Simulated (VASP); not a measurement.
# Be (C2/m) in VASP: electric field gradients with PBEsol

Aim: the electric field gradients of Be with PBEsol.

All numbers are computed with VASP 6.6.1; they aren't measurements. Logs are shortened: lines on timing, memory, paths and dates and some standing lists are left out, and cuts for length are marked.

### 1 The cell of the first run

Symmetry: C2/m, No. 12, monoclinic system. The conventional cell has a = 3.884 Å, b = 2.242 Å, c = 3.633 Å, α = 90.00°, β = 90.00°, γ = 90.00°. Be (site symmetry m) has 1 Be at 1.29 Å within 1.7 Å.

### 2 Electric field gradients, PBEsol (shortest bond scaled by 0.58)

INCAR reads:

```
PREC     = Accurate       # precision mode
ENCUT    = 520            # plane-wave cutoff, eV
EDIFF    = 1E-8           # SCF threshold, eV
ISMEAR   = -1             # smearing method
SIGMA    = 0.05           # smearing width, eV
LREAL    = False          # projectors in reciprocal space
LASPH    = True           # aspherical terms in the spheres
NELM     = 60             # most SCF steps
ALGO     = Normal         # electronic algorithm
ISIF     = 2              # what is computed and relaxed
LWAVE    = False          # write WAVECAR
LCHARG   = False          # write CHGCAR
GGA      = PS             # functional
LEFG     = True         
NBANDS   = 9              # bands
```

KPOINTS reads:

```
Automatic mesh
0
Gamma
  15 15 8
```

POSCAR reads:

```
Be
1.0
    2.2424371395      0.0000000000      0.0000000000
   -1.1212185697      1.9420075292      0.0000000000
    0.0000000000      0.0000000000      3.6327481659
Be
2
Direct
    0.1933333333      0.5966666667      0.1450000000
    0.8066666667      0.4033333333      0.8550000000
```

Potentials or basis: VASP PAW PBE potentials, release 64 (Be).

Run with:

```bash
$ cat potpaw_PBE.64/Be/POTCAR > POTCAR
$ mpirun -np 1 vasp_std > vasp.out
```

OUTCAR:

```text
PREC = Accurate
   ENCUT = 520
   EDIFF = 1E-8
   ISMEAR = -1
   LREAL = False
   LASPH = True
   NELM = 60
   ISIF = 2
   GGA = PS

 ion  position               nearest neighbor table
   1  0.193  0.597  0.145-   2 1.29   2 1.95   2 1.95
   2  0.807  0.403  0.855-   1 1.29   1 1.95   1 1.95

  LATTYP: Found a hexagonal cell.
 ALAT       =     2.2424371395
 C/A-ratio  =     1.6200000000

  Lattice vectors:

 A1 = (   2.2424371395,   0.0000000000,   0.0000000000)
 A2 = (  -1.1212185697,   1.9420075292,   0.0000000000)
 A3 = (   0.0000000000,   0.0000000000,   3.6327481659)

Analysis of symmetry for initial positions (statically):
=====================================================================
 Subroutine PRICEL returns:
 Original cell was already a primitive cell.

 Routine SETGRP: Setting up the symmetry group for a
 hexagonal supercell.

 Subroutine GETGRP returns: Found  4 space group operations
 (whereof  4 operations were pure point group operations)
 out of a pool of 24 trial point group operations.

The static configuration has the point symmetry C_2h.

Analysis of symmetry for dynamics (positions and initial velocities):
=====================================================================
 Subroutine PRICEL returns:
 Original cell was already a primitive cell.

 Routine SETGRP: Setting up the symmetry group for a
 hexagonal supercell.

 Subroutine GETGRP returns: Found  4 space group operations
 (whereof  4 operations were pure point group operations)
 out of a pool of 24 trial point group operations.

The dynamic configuration has the point symmetry C_2h.

 Subroutine INISYM returns: Found  4 space group operations
 (whereof  4 operations are pure point group operations),
 and found     1 'primitive' translations

----------------------------------------------------------------------------------------

                                     Primitive cell

  volume of cell :      15.8200

  direct lattice vectors                    reciprocal lattice vectors
     2.242437139  0.000000000  0.000000000     0.445943381  0.257465531  0.000000000
    -1.121218570  1.942007529  0.000000000     0.000000000  0.514931062  0.000000000
     0.000000000  0.000000000  3.632748166     0.000000000  0.000000000  0.275273692

  length of vectors
     2.242437139  2.242437139  3.632748166     0.514931062  0.514931062  0.275273692

  position of ions in fractional coordinates (direct lattice)
     0.193333333  0.596666667  0.145000000
     0.806666667  0.403333333  0.855000000

  ion indices of the primitive-cell ions
   primitive index   ion index
                 1           1
                 2           2

----------------------------------------------------------------------------------------

 KPOINTS: Automatic mesh

Automatic generation of k-mesh.
 Grid dimensions read from file:
 generate k-points for:   15   15    8

 Generating k-lattice:

  Cartesian coordinates                     Fractional coordinates (reciprocal lattice)
     0.029729559  0.017164369  0.000000000     0.066666667  0.000000000  0.000000000
     0.000000000  0.034328737  0.000000000     0.000000000  0.066666667  0.000000000
     0.000000000  0.000000000  0.034409212     0.000000000  0.000000000  0.125000000

  Length of vectors
     0.034328737  0.034328737  0.034409212

  Shift w.r.t. Gamma in fractional coordinates (k-lattice)
     0.000000000  0.000000000  0.000000000

 Subroutine IBZKPT returns following result:
 ===========================================

 Found    488 irreducible k-points:

 Following reciprocal coordinates:
            Coordinates               Weight
  0.000000  0.000000  0.000000      1.000000
  0.066667  0.000000  0.000000      2.000000
  0.000000  0.066667  0.000000      4.000000
  0.133333 -0.000000  0.000000      2.000000
  0.000000  0.133333  0.000000      4.000000
  0.200000 -0.000000  0.000000      2.000000
[... 16 lines left out ...]
 -0.266667  0.200000  0.000000      4.000000
  0.266667  0.066667  0.000000      4.000000
 [... further k-points ...]
   k-points           NKPTS =    488   k-points in BZ     NKDIM =    488   number of bands    NBANDS=      9
   number of dos      NEDOS =    301   number of ions     NIONS =      2
   total plane-waves  NPLWV =   9072
   dimension x,y,z NGX =    18 NGY =   18 NGZ =   28
   dimension x,y,z NGXF=    36 NGYF=   36 NGZF=   56
   ions per type =               2
   NGX,Y,Z   is equivalent  to a cutoff of  13.34, 13.34, 12.81 a.u.
   NGXF,Y,Z  is equivalent  to a cutoff of  26.69, 26.69, 25.63 a.u.
 SYSTEM =  unknown system
   PREC   = accura    normal or accurate (medium, high low for compatibility)
   ISTART =      0    job   : 0-new  1-cont  2-samecut
   ICHARG =      2    charge: 1-file 2-atom 10-const
   ISPIN  =      1    spin polarized calculation?
   LNONCOLLINEAR =      F non collinear calculations
   LSORBIT =      F    spin-orbit coupling
   LASPH  =      T    aspherical Exc in radial PAW
   ENCUT  =  520.0 eV  38.22 Ry    6.18 a.u.   4.17  4.17  6.75*2*pi/ulx,y,z
   NELM   =     60;   NELMIN=  2; NELMDL= -5     # of ELM steps
   EDIFF  = 0.1E-07   stopping-criterion for ELM
   LREAL  =      F    real-space projection
   EDIFFG = 0.1E-06   stopping-criterion for IOM
   NSW    =      0    number of steps for IOM
   IBRION =     -1    ionic relax: 0-MD 1-quasi-New 2-CG
   NFREE  =      0    steps in history (QN), initial steepest desc. (CG)
   ISIF   =      2    stress and relaxation
   ISYM   =      2    0-nonsym 1-usesym 2-fastsym
   POTIM  = 0.5000    time-step for ionic-motion
   TEBEG  =    0.0;   TEEND  =   0.0 temperature during run
   PSTRESS=    0.0 pullay stress
   NELECT =       4.0000    total number of electrons
   NUPDOWN=      -1.0000    fix difference up-down
   EMIN   =  10.00;   EMAX   =-10.00  energy-range for DOS
   EFERMI =   0.00;   METHOD = LEGACY
   ISMEAR =    -1;   SIGMA  =   0.05  broadening in eV -4-tet -1-fermi 0-gaus
   EFERMI_NEDOS =   21; number of points for ismear=-14 and -15
   IALGO  =     38    algorithm
   IMIX   =      4    mixing-type and parameters
     AMIX     =   0.40;   BMIX     =  1.00
     AMIX_MAG =   1.60;   BMIX_MAG =  1.00
  volume/ion in A,a.u.               =       7.91        53.38
  Fermi-wavevector in a.u.,A,eV,Ry     =   1.035204  1.956252 14.580651  1.071648
  Thomas-Fermi vector in A             =   2.169536
   LORBIT       =      0    0 simple, 1 ext, 2 COOP (PROOUT), +10 PAW based schemes
   GGA     = PS    functional components
   LHFCALC =     F    Hartree Fock is set to
   AEXX    =    0.0000 exact exchange contribution
   IVDW    =     0    specifies the selected vdW correction
   LEPSILON=     F    determine dielectric tensor
   LRPA    =     F    only Hartree local field effects (RPA)
 non-spin polarized calculation
  energy-cutoff  :      520.00
  volume of cell :       15.82
 maximum number of plane-waves:       444
 NGX is ok and might be reduce to    18
   NGX =  9   NGY =  9   NGZ = 13

 number of electron       4.0000000 magnetization

 Free energy of the ion-electron system (eV)
  ---------------------------------------------------
  ext. energy  EPLUGINS =         0.00000000
  ---------------------------------------------------
  free energy    TOTEN  =        -2.65290167 eV

  energy without entropy =       -2.65090038  energy(sigma->0) =       -2.65190103

 E-fermi :   6.2009     XC(G=0): -10.3490

 val. band max:        6.1579929847   @ k =  -0.0667   0.2000   0.0000
 cond. band min:       6.2099794165   @ k =  -0.4000  -0.3333   0.2500
 fundamental gap:      0.0519864318
 Fermi energy:         6.2008881773

 k-point     1 :       0.0000    0.0000    0.0000
  band No.  band energies     occupation
      1      -4.5831      2.00000
      2       3.7060      2.00000
      3       5.4439      2.00000
      4      20.1868      0.00000
      5      21.0719      0.00000
      6      24.7014      0.00000
      7      25.1248      0.00000
      8      30.2243      0.00000
      9      32.1792      0.00000
[... 265 lines left out ...]
 k-point    24 :       0.2667    0.0667    0.0000
  band No.  band energies     occupation
      1      -2.2907      2.00000
      2       5.5727      1.99999
      3       7.0454      0.00000
      4      12.6942      0.00000
      5      15.0450      0.00000
      6      21.8055      0.00000
      7      22.8424      0.00000
      8      26.0143      0.00000
      9      27.0579      0.00000

 [... further k-points ...]

------------------------ aborting loop because EDIFF is reached ----------------------------------------

  FORCE on cell =-STRESS in cart. coord.  units (eV):
  Direction    XX          YY          ZZ          XY          YZ          ZX
  --------------------------------------------------------------------------------------
  -------------------------------------------------------------------------------------
  Total        4.7765321      0.5032376     14.6071519      3.7007816      5.0157288      8.6874932
  in kB      483.7453474     50.9656048   1479.3456169    374.7982513    507.9700965    879.8296217
  external PRESSURE =     671.3521897 kB  Pullay stress =       0.0000000 kB

 VOLUME and BASIS-vectors are now :
 -----------------------------------------------------------------------------
  energy-cutoff  :      520.00
  volume of cell :       15.82
      direct lattice vectors                 reciprocal lattice vectors
     2.242437139  0.000000000  0.000000000     0.445943381  0.257465531  0.000000000
    -1.121218570  1.942007529  0.000000000     0.000000000  0.514931062  0.000000000
     0.000000000  0.000000000  3.632748166     0.000000000  0.000000000  0.275273692

 POSITION                                       TOTAL-FORCE (eV/Angst)
 -----------------------------------------------------------------------------------
     -0.23546      1.15873      0.52675         8.581285      4.954407     15.464833
      1.35667      0.78328      3.10600        -8.581285     -4.954407    -15.464833
 -----------------------------------------------------------------------------------
    total drift:                               -0.000000     -0.000000     -0.000000

  FREE ENERGIE OF THE ION-ELECTRON SYSTEM (eV)
  ---------------------------------------------------
  free  energy   TOTEN  =        -2.6529016695 eV

  energy  without entropy=       -2.6509003809  energy(sigma->0) =       -2.65190103

 Electric field gradients (V/A^2)
---------------------------------------------------------------------
 ion       V_xx      V_yy      V_zz      V_xy      V_xz      V_yz
---------------------------------------------------------------------
   1      -4.133    -4.109     8.242    -0.020     8.591     4.960
   2      -4.133    -4.109     8.242    -0.020     8.591     4.960
---------------------------------------------------------------------

 Electric field gradients after diagonalization (V/A^2)
 (convention: |V_zz| > |V_xx| > |V_yy|)
----------------------------------------------------------------------
 ion       V_xx      V_yy      V_zz     asymmetry (V_yy - V_xx)/ V_zz
----------------------------------------------------------------------
   1      -9.646    -4.098    13.743       0.404
   2      -9.646    -4.098    13.743       0.404
----------------------------------------------------------------------

           NMR quadrupolar parameters

 Cq : quadrupolar parameter    Cq=e*Q*V_zz/h
 eta: asymmetry parameters     (V_yy - V_xx)/ V_zz
 Q  : nuclear electric quadrupole moment in mb (millibarn)
----------------------------------------------------------------------
 ion       Cq(MHz)       eta       Q (mb)
----------------------------------------------------------------------
   1       0.033       0.404       1.000
   2       0.033       0.404       1.000
----------------------------------------------------------------------
```

Wall time 94 s (1 thread of AMD EPYC 7R13, shared host); peak memory 0.14 GiB.

What came out:

```yaml
Free_energy: -2.6529 eV
Pressure: 67.1 GPa
Largest_force: 18.367 eV/Å
Band_gap_on_the_k_mesh: zero (bands 2 and 3 overlap by 1.89 eV)
Largest_electric_field_gradient_by_atom: Be +13.7 V/Å²
```

Forces in eV/Å, atoms in the order of the input:
```
Be    8.581   4.954  15.465
Be   -8.581  -4.954 -15.465
```

Electric field gradients, principal values (V/Å²):
| atom | least | middle | greatest (by size) |
| --- | --- | --- | --- |
| 1 Be | -4.098 | -9.646 | 13.743 |
| 2 Be | -4.098 | -9.646 | 13.743 |

Caveat: the cell differs from its parent crystal (shortest bond scaled by 0.58); atoms lie so close that the PAW spheres overlap strongly, which falsifies energies and pressures; the cell stands under pressure; without QUAD_EFG the Cq values of the log hold for a quadrupole moment of 1 mb, not for the nuclei; the PAW data sets were made with another functional, which shifts forces and pressure a little.
